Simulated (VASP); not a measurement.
Nb: density of states with BLYP

Nb:

```
Nb
1.0
    -1.66395    1.66395    1.66395
     1.66395   -1.66395    1.66395
     1.66395    1.66395   -1.66395
Nb
1
Direct
  0.00000 0.00000 0.00000
```

- Program: VASP 6.6.1
- Task: density of states
- Functional: BLYP
- Potentials or basis: VASP PAW PBE potentials, release 64 (Nb_sv)
- Cutoff: 400 eV
- k mesh: 6 × 6 × 6
- Occupations: fermi-dirac, width 0.05 eV
- Spin: no spin polarisation
- Dipole correction: no
- k mesh for the DOS: 9 × 9 × 9
- Occupations for the DOS: tetrahedron
- Further INCAR settings: ALGO = Normal; EDIFF = 1e-06

| Quantity | Value |
| --- | --- |
| Valence electrons inside the program's atomic spheres | Nb 10.78 |

Levels at points of the mesh, in eV from the Fermi level:
```tsv
k point	band 4	band 5	band 6	band 7	band 8	band 9
(0.00, 0.00, 0.00)	-29.73	-5.75	0.27	0.27	0.27	3.12
```

Wall time 7.6 s on 1 thread of Intel(R) Xeon(R) 6975P-C (Granite Rapids), with other jobs on the host, peak memory 0.12 GiB.

Caveat: the k points lie up to 0.45 Å⁻¹ apart.
